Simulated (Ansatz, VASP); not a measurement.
# One calculation of KBr, two programs

The input INCAR:

```
PREC     = Accurate       # precision mode
ENCUT    = 520            # plane-wave cutoff, eV
EDIFF    = 1E-6           # SCF threshold, eV
ISMEAR   = 0              # smearing method
SIGMA    = 0.05           # smearing width, eV
LREAL    = F              # projectors in reciprocal space
LASPH    = T              # aspherical terms in the spheres
NELM     = 80             # most SCF steps
ALGO     = Normal         # electronic algorithm
ISIF     = 2              # what is computed and relaxed
LWAVE    = F              # write WAVECAR
LCHARG   = T              # write CHGCAR
GGA      = PS             # functional
LELF     = T              # ELF
LVHAR    = T            
NBANDS   = 15             # bands
```

The input KPOINTS:

```
Automatic mesh
0
Gamma
  8 8 8
```

POSCAR

```
KBr
1.0
   -1.3827633523      2.7655267045      2.7655267045
    2.7655267045     -1.3827633523      2.7655267045
    2.7655267045      2.7655267045     -1.3827633523
K Br
1 1
Direct
    0.0000000000      0.0000000000      0.0000000000
    0.5000000000      0.5000000000      0.5000000000
```

Input for Ansatz:

```yaml
crystal:
  lattice:
    - [-1.3827633523, 2.7655267045, 2.7655267045]
    - [2.7655267045, -1.3827633523, 2.7655267045]
    - [2.7655267045, 2.7655267045, -1.3827633523]
  atoms:
    - { symbol: K, position: [0.0, 0.0, 0.0] }
    - { symbol: Br, position: [0.5, 0.5, 0.5] }
basis:
  ecutwfc: 420
kpoints:
  mp_grid: { grid: [8, 8, 8] }
hamiltonian:
  xc: pbesol
scf:
  occupations: { method: gaussian, width: 0.05 }
output:
  forces: true
  stress: true
  eigenvalues: true
```

Alike in both runs: task single point; functional PBEsol; k mesh 8 × 8 × 8; occupations gaussian, width 0.05 eV; no spin polarisation.

|  | VASP | Ansatz |
| --- | --- | --- |
| version | VASP 6.6.1 | Ansatz 0.2.0 |
| potentials or method | VASP PAW PBE potentials, release 64 (K_sv, Br), cutoff 520 eV | scalar-relativistic, plane waves, PAW |
| valence electrons in the cell | 16 | 16 |

```csv
,VASP,Ansatz,Ansatz less VASP
gap on the k mesh at the Fermi level (eV),3.51,3.51,+0.002
least direct gap on the mesh (eV),3.75,3.75,+0.001
pressure (GPa),-2.0,-2.0,-0.03
```

VASP's potentials were made for PBE, not for PBEsol.
